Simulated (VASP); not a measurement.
# ZrS (Fm-3m) in VASP: relaxation of cell and atoms with r2SCAN

Aim: the relaxation of cell and atoms of ZrS with r2SCAN.

Program: VASP 6.6.1. These are calculated values, not measurements. Logs are shortened: lines on timing, memory, paths and dates and some standing lists are left out, and cuts for length are marked.

### Step 1. The cell of the first run

Symmetry: Fm-3m, No. 225, cubic system. The conventional cell has a = 5.333 Å, b = 5.333 Å, c = 5.333 Å, α = 90.00°, β = 90.00°, γ = 90.00°. Zr (site symmetry m-3m) has 6 S at 2.67 Å within 3.5 Å. Within 3.5 Å of S (site symmetry m-3m) lie 6 Zr at 2.67 Å.

### Step 2. Relaxation of cell and atoms, r2SCAN

Contents of POSCAR:

```
ZrS
1.0
    0.0000000000      2.6665649139      2.6665649139
    2.6665649139      0.0000000000      2.6665649139
    2.6665649139      2.6665649139      0.0000000000
Zr S
1 1
Direct
    0.5000000000      0.5000000000      0.5000000000
    0.0000000000      0.0000000000      0.0000000000
```

Contents of INCAR.step1:

```
SYSTEM = ZrS
  ALGO = Normal
  EDIFF = 1E-4
  ENCUT = 600
  GGA = PE
  ISMEAR = 0
  LASPH = .TRUE.
  LCHARG = .FALSE.
  LREAL = .FALSE.
  LWAVE = .TRUE.
  NELM = 60
  PREC = Accurate
  SIGMA = 0.1
```

Contents of INCAR.step2:

```
SYSTEM = ZrS
  ALGO = Normal
  EDIFF = 1E-7
  EDIFFG = -0.01
  ENCUT = 600
  IBRION = 2
  ISIF = 3
  ISMEAR = 0
  ISTART = 1
  LASPH = .TRUE.
  LCHARG = .FALSE.
  LMIXTAU = .TRUE.
  LREAL = .FALSE.
  LWAVE = .FALSE.
  METAGGA = R2SCAN
  NELM = 60
  NSW = 80
  PREC = Accurate
  SIGMA = 0.1
```

Contents of KPOINTS:

```
k-points
0
G
  14 14 14
  0 0 0
```

Potentials or basis: VASP PAW PBE potentials, release 64 (Zr_sv, S).

Run with:

```
$ cat potpaw_PBE.64/Zr_sv/POTCAR potpaw_PBE.64/S/POTCAR > POTCAR
$ cp INCAR.step1 INCAR
$ mpirun -np 1 vasp_std > vasp.out
$ cp INCAR.step2 INCAR
$ mpirun -np 1 vasp_std > vasp.out
```

OUTCAR:

```text
SYSTEM = ZrS
   EDIFF = 1E-7
   EDIFFG = -0.01
   ENCUT = 600
   IBRION = 2
   ISIF = 3
   ISMEAR = 0
   ISTART = 1
   LASPH = .TRUE.
   LREAL = .FALSE.
   METAGGA = R2SCAN
   NELM = 60
   NSW = 80
   PREC = Accurate

 ion  position               nearest neighbor table
   1  0.500  0.500  0.500-   2 2.67   2 2.67   2 2.67   2 2.67   2 2.67   2 2.67
   2  0.000  0.000  0.000-   1 2.67   1 2.67   1 2.67   1 2.67   1 2.67   1 2.67

  LATTYP: Found a face centered cubic cell.
 ALAT       =     5.3331298278

  Lattice vectors:

 A1 = (   0.0000000000,   2.6665649139,   2.6665649139)
 A2 = (   2.6665649139,   0.0000000000,   2.6665649139)
 A3 = (   2.6665649139,   2.6665649139,   0.0000000000)

Analysis of symmetry for initial positions (statically):
=====================================================================
 Subroutine PRICEL returns:
 Original cell was already a primitive cell.

 Routine SETGRP: Setting up the symmetry group for a
 face centered cubic supercell.

 Subroutine GETGRP returns: Found 48 space group operations
 (whereof 48 operations were pure point group operations)
 out of a pool of 48 trial point group operations.

The static configuration has the point symmetry O_h .

Analysis of symmetry for dynamics (positions and initial velocities):
=====================================================================
 Subroutine PRICEL returns:
 Original cell was already a primitive cell.

 Routine SETGRP: Setting up the symmetry group for a
 face centered cubic supercell.

 Subroutine GETGRP returns: Found 48 space group operations
 (whereof 48 operations were pure point group operations)
 out of a pool of 48 trial point group operations.

The dynamic configuration has the point symmetry O_h .

 Subroutine INISYM returns: Found 48 space group operations
 (whereof 48 operations are pure point group operations),
 and found     1 'primitive' translations

----------------------------------------------------------------------------------------

                                     Primitive cell

  volume of cell :      37.9216

  direct lattice vectors                    reciprocal lattice vectors
     0.000000000  2.666564914  2.666564914    -0.187507155  0.187507155  0.187507155
     2.666564914  0.000000000  2.666564914     0.187507155 -0.187507155  0.187507155
     2.666564914  2.666564914  0.000000000     0.187507155  0.187507155 -0.187507155

  length of vectors
     3.771092266  3.771092266  3.771092266     0.324771919  0.324771919  0.324771919

  position of ions in fractional coordinates (direct lattice)
     0.500000000  0.500000000  0.500000000
     0.000000000  0.000000000  0.000000000

  ion indices of the primitive-cell ions
   primitive index   ion index
                 1           1
                 2           2

----------------------------------------------------------------------------------------

 KPOINTS: k-points

Automatic generation of k-mesh.
 Grid dimensions read from file:
 generate k-points for:   14   14   14

 Generating k-lattice:

  Cartesian coordinates                     Fractional coordinates (reciprocal lattice)
    -0.013393368  0.013393368  0.013393368     0.071428571  0.000000000  0.000000000
     0.013393368 -0.013393368  0.013393368     0.000000000  0.071428571  0.000000000
     0.013393368  0.013393368 -0.013393368     0.000000000  0.000000000  0.071428571

  Length of vectors
     0.023197994  0.023197994  0.023197994

  Shift w.r.t. Gamma in fractional coordinates (k-lattice)
     0.000000000  0.000000000  0.000000000

 Subroutine IBZKPT returns following result:
 ===========================================

 Found    104 irreducible k-points:

 Following reciprocal coordinates:
            Coordinates               Weight
  0.000000  0.000000  0.000000      1.000000
  0.071429  0.000000  0.000000      8.000000
  0.142857  0.000000  0.000000      8.000000
  0.214286  0.000000  0.000000      8.000000
  0.285714  0.000000  0.000000      8.000000
  0.357143  0.000000  0.000000      8.000000
[... 16 lines left out ...]
  0.214286  0.142857  0.000000     24.000000
  0.285714  0.142857  0.000000     24.000000
 [... further k-points ...]
   k-points           NKPTS =    104   k-points in BZ     NKDIM =    104   number of bands    NBANDS=     13
   number of dos      NEDOS =    301   number of ions     NIONS =      2
   total plane-waves  NPLWV =  27000
   dimension x,y,z NGX =    30 NGY =   30 NGZ =   30
   dimension x,y,z NGXF=    60 NGYF=   60 NGZF=   60
   ions per type =               1   1
   NGX,Y,Z   is equivalent  to a cutoff of  13.23, 13.23, 13.23 a.u.
   NGXF,Y,Z  is equivalent  to a cutoff of  26.45, 26.45, 26.45 a.u.
 SYSTEM =  ZrS
   PREC   = accura    normal or accurate (medium, high low for compatibility)
   ISTART =      1    job   : 0-new  1-cont  2-samecut
   ICHARG =      0    charge: 1-file 2-atom 10-const
   ISPIN  =      1    spin polarized calculation?
   LNONCOLLINEAR =      F non collinear calculations
   LSORBIT =      F    spin-orbit coupling
   LASPH  =      T    aspherical Exc in radial PAW
   ENCUT  =  600.0 eV  44.10 Ry    6.64 a.u.   7.53  7.53  7.53*2*pi/ulx,y,z
   NELM   =     60;   NELMIN=  2; NELMDL=  0     # of ELM steps
   EDIFF  = 0.1E-06   stopping-criterion for ELM
   LREAL  =      F    real-space projection
   EDIFFG = -.1E-01   stopping-criterion for IOM
   NSW    =     80    number of steps for IOM
   IBRION =      2    ionic relax: 0-MD 1-quasi-New 2-CG
   NFREE  =      1    steps in history (QN), initial steepest desc. (CG)
   ISIF   =      3    stress and relaxation
   ISYM   =      2    0-nonsym 1-usesym 2-fastsym
   POTIM  = 0.5000    time-step for ionic-motion
   TEBEG  =    0.0;   TEEND  =   0.0 temperature during run
   PSTRESS=    0.0 pullay stress
   NELECT =      18.0000    total number of electrons
   NUPDOWN=      -1.0000    fix difference up-down
   EMIN   =  10.00;   EMAX   =-10.00  energy-range for DOS
   EFERMI =   0.00;   METHOD = LEGACY
   ISMEAR =     0;   SIGMA  =   0.10  broadening in eV -4-tet -1-fermi 0-gaus
   EFERMI_NEDOS =   21; number of points for ismear=-14 and -15
   IALGO  =     38    algorithm
   IMIX   =      4    mixing-type and parameters
     AMIX     =   0.40;   BMIX     =  1.00
     AMIX_MAG =   1.60;   BMIX_MAG =  1.00
  volume/ion in A,a.u.               =      18.96       127.95
  Fermi-wavevector in a.u.,A,eV,Ry     =   1.277037  2.413250 22.188703  1.630824
  Thomas-Fermi vector in A             =   2.409659
   LORBIT       =      0    0 simple, 1 ext, 2 COOP (PROOUT), +10 PAW based schemes
   METAGGA = R2SCAN    functional components
   LHFCALC =     F    Hartree Fock is set to
   AEXX    =    0.0000 exact exchange contribution
   IVDW    =     0    specifies the selected vdW correction
   LEPSILON=     F    determine dielectric tensor
   LRPA    =     F    only Hartree local field effects (RPA)
 conjugate gradient relaxation of ions
 non-spin polarized calculation
 Gauss-broadening in eV      SIGMA  =   0.10
  energy-cutoff  :      600.00
  volume of cell :       37.92
 maximum number of plane-waves:      1295
   NGX = 15   NGY = 15   NGZ = 15

--------------------------------------- Ionic step        1  -------------------------------------------

 number of electron      18.0000000 magnetization

 Free energy of the ion-electron system (eV)
  ---------------------------------------------------
  ext. energy  EPLUGINS =         0.00000000
  ---------------------------------------------------
  free energy    TOTEN  =       -33.82793249 eV

  energy without entropy =      -33.81990915  energy(sigma->0) =      -33.82392082

------------------------ aborting loop because EDIFF is reached ----------------------------------------

  FORCE on cell =-STRESS in cart. coord.  units (eV):
  Direction    XX          YY          ZZ          XY          YZ          ZX
  --------------------------------------------------------------------------------------
  -------------------------------------------------------------------------------------
  Total       -1.7797717     -1.7797717     -1.7797717     -0.0000000     -0.0000000      0.0000000
  in kB      -75.1949047    -75.1949047    -75.1949047     -0.0000000     -0.0000000      0.0000000
  external PRESSURE =     -75.1949047 kB  Pullay stress =       0.0000000 kB
[... 93 lines left out ...]
  energy  without entropy=      -33.8766679022  energy(sigma->0) =      -33.88043610

--------------------------------------- Ionic step        4  -------------------------------------------

 number of electron      17.9999999 magnetization

 Free energy of the ion-electron system (eV)
  ---------------------------------------------------
  ext. energy  EPLUGINS =         0.00000000
  ---------------------------------------------------
  free energy    TOTEN  =       -33.88421483 eV

  energy without entropy =      -33.87668859  energy(sigma->0) =      -33.88045171

 E-fermi :  11.1344     XC(G=0): -12.0443

 val. band max:       11.1284055839   @ k =   0.2857   0.2857   0.0000
 cond. band min:      11.1395393740   @ k =  -0.2857   0.4286   0.2143
 fundamental gap:      0.0111337900
 Fermi energy:        11.1343836052

 k-point     1 :       0.0000    0.0000    0.0000
  band No.  band energies     occupation
      1     -40.7217      2.00000
      2     -18.0032      2.00000
      3     -18.0032      2.00000
      4     -18.0032      2.00000
      5      -5.7471      2.00000
      6       7.1308      2.00000
      7       7.1308      2.00000
      8       7.1308      2.00000
      9       9.6660      2.00000
     10       9.6660      2.00000
     11       9.6660      2.00000
     12      10.4170      2.00000
     13      10.4170      2.00000
[... 353 lines left out ...]
 k-point    24 :       0.2857    0.1429    0.0000
  band No.  band energies     occupation
      1     -40.7042      2.00000
      2     -18.1895      2.00000
      3     -18.0450      2.00000
      4     -18.0384      2.00000
      5      -4.9820      2.00000
      6       4.1317      2.00000
      7       5.6658      2.00000
      8       5.9144      2.00000
      9       9.3624      2.00000
     10      11.3552      0.00179
     11      11.7945      0.00000
     12      12.4115      0.00000
     13      13.5808      0.00000

 [... further k-points ...]

------------------------ aborting loop because EDIFF is reached ----------------------------------------

  FORCE on cell =-STRESS in cart. coord.  units (eV):
  Direction    XX          YY          ZZ          XY          YZ          ZX
  --------------------------------------------------------------------------------------
  -------------------------------------------------------------------------------------
  Total        0.0114967      0.0114967      0.0114967     -0.0000000     -0.0000000     -0.0000000
  in kB        0.5167871      0.5167871      0.5167871     -0.0000000     -0.0000000     -0.0000000
  external PRESSURE =       0.5167871 kB  Pullay stress =       0.0000000 kB
[... 17 lines left out ...]
  FREE ENERGIE OF THE ION-ELECTRON SYSTEM (eV)
  ---------------------------------------------------
  free  energy   TOTEN  =       -33.8842148279 eV

  energy  without entropy=      -33.8766885881  energy(sigma->0) =      -33.88045171

 reached required accuracy - stopping structural energy minimisation
```

It took 12 min on 1 thread of Intel Xeon Platinum 8488C (Sapphire Rapids), shared host; peak memory 0.22 GiB.

What came out:

```
Free energy                           : -33.8842 eV
Relaxed volume                        : 17.82 Å³/atom
Relaxed cell                          : a = 3.694 Å, b = 3.694 Å, c = 3.694 Å, α = 60.00°, β = 60.00°, γ = 60.00°
Space group after relaxing (to 0.1 Å) : Fm-3m (No. 225)
Energy gained by relaxing             : 28.1 meV/atom
Ionic steps                           : 4
Pressure after relaxing               : 0.1 GPa
```

Step by step:
```csv
step,energy change (eV),largest force (eV/Å),pressure (GPa),volume (Å³)
1,0.0000,0.0000,-7.52,37.92
2,0.0245,0.0000,11.45,33.24
3,-0.0563,0.0000,-0.12,35.69
4,-0.0563,0.0000,0.05,35.64
```

Final structure:
```xyz
2
Lattice="0.0000 2.6120 2.6120 2.6120 0.0000 2.6120 2.6120 2.6120 0.0000" Properties=species:S:1:pos:R:3 pbc="T T T"
Zr    2.6120    2.6120    2.6120
S     0.0000    0.0000    0.0000
```

Levels at points of the mesh, in eV from the Fermi level:
| k point | band 5 | band 6 | band 7 | band 8 | band 9 | band 10 | band 11 | band 12 | band 13 |
| --- | --- | --- | --- | --- | --- | --- | --- | --- | --- |
| (0.00, 0.00, 0.00) | -16.88 | -4.00 | -4.00 | -4.00 | -1.47 | -1.47 | -1.47 | -0.72 | -0.72 |
| (0.50, 0.00, 0.00) | -15.25 | -8.59 | -6.51 | -6.51 | 1.52 | 1.52 | 1.88 | 2.09 | 5.90 |
| (0.50, 0.50, 0.00) | -16.01 | -6.80 | -4.98 | -4.98 | -3.62 | 0.53 | 2.43 | 2.43 | 3.10 |

Caveat: the highest band is partly filled, so the run has too few bands; the PAW data sets were made with another functional, which shifts forces and pressure a little.
